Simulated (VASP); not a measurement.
# CoO (P-6m2) in VASP: further runs

CoO is run at these levels: PBE; tasks: single point.

Program: VASP 6.6.1. These are calculated values, not measurements. Logs are shortened: lines on timing, memory, paths and dates and some standing lists are left out, and cuts for length are marked.

**1. The cell of the first run**

Symmetry: P-6m2, No. 187, hexagonal system. The conventional cell has a = 2.798 Å, b = 2.798 Å, c = 2.731 Å, α = 90.00°, β = 90.00°, γ = 120.00°. Within 2.8 Å of Co (site symmetry -6m2) lie 6 O at 2.12 Å and 8 Co at 2.73 to 2.80 Å. Within 2.8 Å of O (site symmetry -6m2) lie 6 Co at 2.12 Å and 8 O at 2.73 to 2.80 Å.

**2. Single point, PBE, collinear spin, ferromagnetic start**

Contents of INCAR:

```
PREC = Accurate
ENCUT = 520
EDIFF = 1E-7
ISMEAR = -1
SIGMA = 0.05
LREAL = False
LASPH = True
NELM = 150
ALGO = Normal
ISIF = 2
LWAVE = False
LCHARG = False
ISPIN = 2
MAGMOM = 2 0
LORBIT = 11
LMAXMIX = 4
GGA = PE
NBANDS = 18
```

Contents of KPOINTS:

```
Automatic mesh
0
Gamma
  11 11 10
```

Contents of POSCAR:

```
CoO
1.0
    2.7979910480      0.0000000000      0.0000000000
   -1.3989955191      2.4231313233      0.0000000000
    0.0000000000      0.0000000000      2.7307006334
Co O
1 1
Direct
    0.0000000000      0.0000000000      0.0000000000
    0.6666666667      0.3333333333      0.5000000000
```

Potentials or basis: VASP PAW PBE potentials, release 64 (Co, O).

The run is started by

```
$ cat potpaw_PBE.64/Co/POTCAR potpaw_PBE.64/O/POTCAR > POTCAR
$ mpirun -np 1 vasp_std > vasp.out
```

OUTCAR:

```text
PREC = Accurate
   ENCUT = 520
   EDIFF = 1E-7
   ISMEAR = -1
   LREAL = False
   LASPH = True
   NELM = 150
   ISIF = 2
   ISPIN = 2
   LORBIT = 11
   GGA = PE

 ion  position               nearest neighbor table
   1  0.000  0.000  0.000-   2 2.12   2 2.12   2 2.12   2 2.12   2 2.12   2 2.12
   2  0.667  0.333  0.500-   1 2.12   1 2.12   1 2.12   1 2.12   1 2.12   1 2.12

  LATTYP: Found a hexagonal cell.
 ALAT       =     2.7979910480
 C/A-ratio  =     0.9759504539

  Lattice vectors:

 A1 = (   2.7979910480,   0.0000000000,   0.0000000000)
 A2 = (  -1.3989955191,   2.4231313233,   0.0000000000)
 A3 = (   0.0000000000,   0.0000000000,   2.7307006334)

Analysis of symmetry for initial positions (statically):
=====================================================================
 Subroutine PRICEL returns:
 Original cell was already a primitive cell.

 Routine SETGRP: Setting up the symmetry group for a
 hexagonal supercell.

 Subroutine GETGRP returns: Found 12 space group operations
 (whereof 12 operations were pure point group operations)
 out of a pool of 24 trial point group operations.

The static configuration has the point symmetry D_3h.

Analysis of symmetry for dynamics (positions and initial velocities):
=====================================================================
 Subroutine PRICEL returns:
 Original cell was already a primitive cell.

 Routine SETGRP: Setting up the symmetry group for a
 hexagonal supercell.

 Subroutine GETGRP returns: Found 12 space group operations
 (whereof 12 operations were pure point group operations)
 out of a pool of 24 trial point group operations.

The dynamic configuration has the point symmetry D_3h.

Analysis of structural, dynamic, and magnetic symmetry:
=====================================================================
 Subroutine PRICEL returns:
 Original cell was already a primitive cell.

 Routine SETGRP: Setting up the symmetry group for a
 hexagonal supercell.

 Subroutine GETGRP returns: Found 12 space group operations
 (whereof 12 operations were pure point group operations)
 out of a pool of 24 trial point group operations.

The overall configuration has the point symmetry D_3h.

 Subroutine INISYM returns: Found 12 space group operations
 (whereof 12 operations are pure point group operations),
 and found     1 'primitive' translations

[... 115 lines left out ...]
  volume/ion in A,a.u.               =       9.26        62.47
  Fermi-wavevector in a.u.,A,eV,Ry     =   1.526181  2.884064 31.691090  2.329229
  Thomas-Fermi vector in A             =   2.634250
   LORBIT       =     11    0 simple, 1 ext, 2 COOP (PROOUT), +10 PAW based schemes
   GGA     = PE    functional components
   LHFCALC =     F    Hartree Fock is set to
   AEXX    =    0.0000 exact exchange contribution
   IVDW    =     0    specifies the selected vdW correction
   LEPSILON=     F    determine dielectric tensor
   LRPA    =     F    only Hartree local field effects (RPA)
 spin polarized calculation
  energy-cutoff  :      520.00
  volume of cell :       18.51
 maximum number of plane-waves:       515
 NGX is ok and might be reduce to    24
   NGX = 11   NGY = 11   NGZ = 11

 number of electron      14.9999999 magnetization       2.9999831

 Free energy of the ion-electron system (eV)
  ---------------------------------------------------
  ext. energy  EPLUGINS =         0.00000000
  ---------------------------------------------------
  free energy    TOTEN  =       -12.93424865 eV

  energy without entropy =      -12.90769243  energy(sigma->0) =      -12.92097054

 E-fermi :   8.4599     XC(G=0): -12.6844

 val. band max:        8.4595918142   @ k =   0.3636  -0.0000   0.1000
 cond. band min:       8.4612123506   @ k =   0.3636  -0.0000   0.4000
 fundamental gap:      0.0016205364
 Fermi energy:         8.4598534800

 spin component 1

 k-point     1 :       0.0000    0.0000    0.0000
  band No.  band energies     occupation
      1     -12.2012      1.00000
      2       3.4628      1.00000
      3       3.4628      1.00000
      4       3.9988      1.00000
      5       4.6366      1.00000
      6       5.5364      1.00000
[... 493 lines left out ...]
     17      36.7199      0.00000
     18      38.3643      0.00000

 [... further k-points ...]

 spin component 2

 k-point     1 :       0.0000    0.0000    0.0000
  band No.  band energies     occupation
      1     -11.5448      1.00000
      2       4.7896      1.00000
      3       4.7896      1.00000
      4       5.3219      1.00000
      5       5.7224      1.00000
      6       8.7062      0.00719
[... 493 lines left out ...]
     17      37.1086      0.00000
     18      38.8266      0.00000

 [... further k-points ...]

------------------------ aborting loop because EDIFF is reached ----------------------------------------

  FORCE on cell =-STRESS in cart. coord.  units (eV):
  Direction    XX          YY          ZZ          XY          YZ          ZX
  --------------------------------------------------------------------------------------
  -------------------------------------------------------------------------------------
  Total        0.3998500      0.3998500      0.1706322      0.0000000     -0.0000000      0.0000000
  in kB       34.6027302     34.6027301     14.7663896      0.0000001     -0.0000000      0.0000000
  external PRESSURE =      27.9906167 kB  Pullay stress =       0.0000000 kB

 VOLUME and BASIS-vectors are now :
 -----------------------------------------------------------------------------
  energy-cutoff  :      520.00
  volume of cell :       18.51
      direct lattice vectors                 reciprocal lattice vectors
     2.797991048  0.000000000  0.000000000     0.357399285  0.206344573  0.000000000
    -1.398995519  2.423131323  0.000000000     0.000000000  0.412689147  0.000000000
     0.000000000  0.000000000  2.730700633     0.000000000  0.000000000  0.366206382

 POSITION                                       TOTAL-FORCE (eV/Angst)
 -----------------------------------------------------------------------------------
      0.00000      0.00000      0.00000         0.000000      0.000000      0.000000
      1.39900      0.80771      1.36535        -0.000000     -0.000000      0.000000
 -----------------------------------------------------------------------------------
    total drift:                               -0.000000      0.000000      0.000000

  FREE ENERGIE OF THE ION-ELECTRON SYSTEM (eV)
  ---------------------------------------------------
  free  energy   TOTEN  =       -12.9342486505 eV

  energy  without entropy=      -12.9076924302  energy(sigma->0) =      -12.92097054

 total charge

# of ion       s       p       d       tot
------------------------------------------
    1        0.314   0.406   7.155   7.876
    2        1.564   3.411   0.000   4.975
--------------------------------------------------
tot          1.878   3.817   7.155  12.850

 magnetization (x)

# of ion       s       p       d       tot
------------------------------------------
    1        0.006   0.007   2.529   2.542
    2        0.027   0.385   0.000   0.412
--------------------------------------------------
tot          0.033   0.392   2.529   2.954
```

stdout:

```text
POSCAR found type information on POSCAR CoO
 POSCAR found :  2 types and       2 ions
 scaLAPACK will be used
 LDA part: xc-table for (Slater+PW92), standard interpolation
 POSCAR, INCAR and KPOINTS ok, starting setup
 FFT: planning ... GRIDC
 FFT: planning ... GRID_SOFT
 FFT: planning ... GRID
 WAVECAR not read
 entering main loop
```

Run time: 47 s. Hardware: 1 thread of AMD EPYC 9R45 (Zen 5), shared host; peak memory 0.15 GiB.

Results:

```yaml
Free_energy: -12.9342 eV
Pressure: 2.8 GPa
Band_gap_on_the_k_mesh: zero (filled and empty bands overlap)
Net_moment: 3.00 μB per cell
Site_moments: Co +2.54; O +0.41 μB
Valence_electrons_inside_the_program's_atomic_spheres: Co 7.88; O 4.97
```

Caveat: a cell with one magnetic atom can't hold antiferromagnetic order, which such compounds often take; semilocal functionals often make such compounds metallic where correlation or magnetic order opens a gap, which also shifts bond lengths. With open d or f shells a metallic result of PBE can be an artefact of self-interaction; +U or a hybrid may open a gap.

**3. Single point, PBE, collinear spin, ferromagnetic start**

Contents of INCAR:

```
SYSTEM = CoO
ALGO     = Normal         ! electronic algorithm
EDIFF    = 1E-7           ! SCF threshold, eV
ENCUT    = 520            ! plane-wave cutoff, eV
GGA      = PE             ! functional
ISIF     = 2              ! what is computed and relaxed
ISMEAR   = -1             ! smearing method
ISPIN    = 2              ! spin polarisation
LASPH    = .TRUE.         ! aspherical terms in the spheres
LCHARG   = .TRUE.         ! write CHGCAR
LELF     = .TRUE.         ! ELF
LMAXMIX  = 4              ! l up to which the mixer works
LORBIT   = 11             ! projections on sites
LREAL    = .FALSE.        ! projectors in reciprocal space
LVHAR    = .TRUE.       
LWAVE    = .FALSE.        ! write WAVECAR
MAGMOM   = 2 0            ! initial moments
NBANDS   = 18             ! bands
NELM     = 150            ! most SCF steps
PREC     = Accurate       ! precision mode
SIGMA    = 0.05           ! smearing width, eV
```

Contents of KPOINTS:

```
k-points
0
G
  11 11 10
  0 0 0
```

POSCAR is that of step 2.

Potentials or basis: VASP PAW PBE potentials, release 64 (Co, O).

The run is started by

```
$ cat potpaw_PBE.64/Co/POTCAR potpaw_PBE.64/O/POTCAR > POTCAR
$ mpirun -np 1 vasp_std > vasp.out
```

Wall time 48 s (1 thread of AMD EPYC 9R45 (Zen 5), shared host); peak memory 0.15 GiB.

Results (log left out):

* Free energy: -12.9342 eV
* Pressure: 2.8 GPa
* Band gap on the k mesh: zero (filled and empty bands overlap)
* Net moment: 3.00 μB per cell
* Site moments: Co +2.54; O +0.41 μB
* Valence electrons inside the program's atomic spheres: Co 7.88; O 4.97

Stress tensor (GPa, compression positive):
```
3.46 0.00 0.00
0.00 3.46 0.00
0.00 0.00 1.48
```

Levels at points of the mesh, in eV from the Fermi level:
Spin up:
| k point | band 5 | band 6 | band 7 | band 8 | band 9 | band 10 | band 11 | band 12 | band 13 | band 14 |
| --- | --- | --- | --- | --- | --- | --- | --- | --- | --- | --- |
| (0.00, 0.00, 0.00) | -3.82 | -2.92 | -2.92 | -1.01 | -1.01 | 0.82 | 14.65 | 16.54 | 16.54 | 18.77 |
| (0.00, 0.00, 0.50) | -3.32 | -3.32 | -2.28 | -1.23 | -1.23 | 6.89 | 7.13 | 21.88 | 21.88 | 21.90 |
Spin down:
```
           k point  band 4  band 5  band 6  band 7  band 8  band 9
(0.00, 0.00, 0.00)   -3.14   -2.74    0.25    0.25    0.82    0.82
(0.00, 0.00, 0.50)   -3.02   -1.03   -1.03   -0.18    0.97    0.97
```

Caveat: a cell with one magnetic atom can't hold antiferromagnetic order, which such compounds often take; semilocal functionals often make such compounds metallic where correlation or magnetic order opens a gap, which also shifts bond lengths.
